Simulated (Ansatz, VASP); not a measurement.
KCl: VASP beside Ansatz

Contents of INCAR:

```
  ALGO = Normal
  EDIFF = 1E-6
  ENCUT = 520
  GGA = PS
  ISIF = 2
  ISMEAR = -1
  LASPH = True
  LCHARG = False
  LREAL = False
  LWAVE = False
  NBANDS = 15
  NELM = 80
  PREC = Accurate
  SIGMA = 0.05
```

File KPOINTS:

```
k-points
0
Gamma
  7 7 7
```

File POSCAR:

```
KCl
1.0
    3.9144934694      0.0000000000      0.0000000000
    0.0000000000      3.9144934694      0.0000000000
    0.0000000000      0.0000000000      3.9144934694
K Cl
1 1
Direct
    0.0000000000      0.0000000000      0.0000000000
    0.5000000000      0.5000000000      0.5000000000
```

input.yaml

```yaml
crystal:
  lattice:
    - [3.9144934694, 0.0, 0.0]
    - [0.0, 3.9144934694, 0.0]
    - [0.0, 0.0, 3.9144934694]
  atoms:
    - { symbol: K, position: [0.0, 0.0, 0.0] }
    - { symbol: Cl, position: [0.5, 0.5, 0.5] }
hamiltonian:
  xc: pbesol
  pseudopotentials: { kind: paw }
kpoints:
  mp_grid: { grid: [7, 7, 7] }
scf:
  occupations: { method: fermi_dirac, width: 0.05 }
output:
  forces: true
  stress: true
  eigenvalues: true
  write_density: true
  write_potential: true
  elf: true
  volumetric_format: npy
```

Alike in both runs: task single point; functional PBEsol; k mesh 7 × 7 × 7; occupations fermi-dirac, width 0.05 eV; no spin polarisation.

|  | VASP | Ansatz |
| --- | --- | --- |
| version | VASP 6.6.1 | Ansatz 0.2.0 |
| potentials or method | VASP PAW PBE potentials, release 64 (K_sv, Cl) | Ansatz PAW |
| plane-wave cutoff (eV) | 520 | 420 |
| valence electrons in the cell | 16 | 16 |

|  | VASP | Ansatz | Ansatz less VASP |
| --- | --- | --- | --- |
| gap on the k mesh at the Fermi level (eV) | 4.42 | 4.42 | +0.003 |
| least direct gap on the mesh (eV) | 4.60 | 4.60 | +0.002 |
| pressure (GPa) | -2.2 | -2.2 | 0.00 |

VASP's potentials were made for PBE, not for PBEsol.

Noted on Ansatz's run: odd divisions of the mesh miss points on the zone boundary, where band edges often lie, so the gap on the mesh can be too wide.
